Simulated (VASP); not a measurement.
Input of a VASP 6.6.1 run:

INCAR

```
SYSTEM = Na3ScTe3
PREC = Accurate
ENCUT = 520
EDIFF = 1E-6
ISMEAR = 0
SIGMA = 0.1
LREAL = .FALSE.
LASPH = .TRUE.
NELM = 100
ALGO = Normal
ISIF = 2
LWAVE = .FALSE.
LCHARG = .FALSE.
GGA = PE
NBANDS = 34
```

KPOINTS

```
Automatic mesh
0
G
  4 4 4
  0 0 0
```

POSCAR

```
Na3ScTe3
1.0
    5.7686237300      0.0000000000      0.0000000000
    0.0000000000      5.7686237300      0.0000000000
    0.0000000000      0.0000000000      5.7686237300
Na Sc Te
3 1 3
Direct
    0.5000000000      0.5000000000      0.0000000000
    0.0000000000      0.5000000000      0.5000000000
    0.5000000000      0.0000000000      0.5000000000
    0.5000000000      0.5000000000      0.5000000000
    0.5000000000      0.0000000000      0.0000000000
    0.0000000000      0.5000000000      0.0000000000
    0.0000000000      0.0000000000      0.5000000000
```

Potentials or basis: VASP PAW PBE potentials, release 64 (Na_pv, Sc_sv, Te).

The run is started by

```console
$ cat potpaw_PBE.64/Na_pv/POTCAR potpaw_PBE.64/Sc_sv/POTCAR potpaw_PBE.64/Te/POTCAR > POTCAR
$ mpirun -np 1 vasp_std > vasp.out
```

Estimate the pressure.

5.4 GPa.

What does it give for the band gap on the k mesh?

Zero (band 25 reaches 4.09 eV, above the bottom of band 26 at 3.87 eV).

Caveat: spin-orbit coupling is left out, which moves the levels of the heavy elements.
